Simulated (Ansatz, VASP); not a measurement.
## Two plane-wave programs on GaP

INCAR

```
SYSTEM = GaP
PREC = Accurate
ENCUT = 520
EDIFF = 1E-7
ISMEAR = 0
SIGMA = 0.05
LREAL = .FALSE.
LASPH = .TRUE.
NELM = 60
ALGO = Normal
ISIF = 2
LWAVE = .FALSE.
LCHARG = .FALSE.
GGA = PE
NBANDS = 26
```

File KPOINTS:

```
Automatic mesh
0
G
  9 9 9
  0 0 0
```

Contents of POSCAR:

```
GaP
1.0
    1.9299900116      1.1142802527      7.2136593334
   -1.9299900116      1.1142802527      7.2136593334
    0.0000000000     -2.2285605055      7.2136593334
Ga P
2 2
Direct
    0.4355841032      0.4355841032      0.4355841032
    0.5644158968      0.5644158968      0.5644158968
    0.0575077006      0.0575077006      0.0575077006
    0.9424922994      0.9424922994      0.9424922994
```

Input for Ansatz:

```yaml
crystal:
  lattice:
    - [1.9299900116, 1.1142802527, 7.2136593334]
    - [-1.9299900116, 1.1142802527, 7.2136593334]
    - [0.0, -2.2285605055, 7.2136593334]
  atoms:
    - { symbol: Ga, position: [0.4355841032, 0.4355841032, 0.4355841032] }
    - { symbol: Ga, position: [0.5644158968, 0.5644158968, 0.5644158968] }
    - { symbol: P, position: [0.0575077006, 0.0575077006, 0.0575077006] }
    - { symbol: P, position: [0.9424922994, 0.9424922994, 0.9424922994] }
basis:
  ecutwfc: 420
kpoints:
  mp_grid: { grid: [9, 9, 9] }
hamiltonian:
  xc: pbe
  pseudopotentials: { kind: paw, azcp: { folder: soft_1 } }
scf:
  occupations: { method: gaussian, width: 0.05 }
output:
  forces: true
  stress: true
  eigenvalues: true
```

Alike in both runs: task single point; functional PBE; k mesh 9 × 9 × 9; occupations gaussian, width 0.05 eV; no spin polarisation.

|  | VASP | Ansatz |
| --- | --- | --- |
| version | VASP 6.6.1 | Ansatz 0.2.0 |
| potentials or method | VASP PAW PBE potentials, release 64 (Ga_d, P), cutoff 520 eV | scalar-relativistic, plane waves, PAW |
| valence electrons in the cell | 36 | 36 |

VASP gave:

| Property | Result |
| --- | --- |
| gap on the k mesh at the Fermi level (eV) | none |
| pressure (GPa) | -5.1 |
| traceless stress, the component that is largest in VASP (GPa) | -9.75 |
| rms of the force components (eV/Å) | 0.222 |

Estimate Ansatz's values.

gap on the k mesh at the Fermi level (eV): none; pressure (GPa): -5.1; traceless stress, the component that is largest in VASP (GPa): -9.72; rms of the force components (eV/Å): 0.215.

Atom by atom the forces differ by 0.006 eV/Å (rms over components). A gap of «none» marks a metal or a gap that the smearing closes. The functional is the same, so the differences come from potentials, cutoffs and numerics.
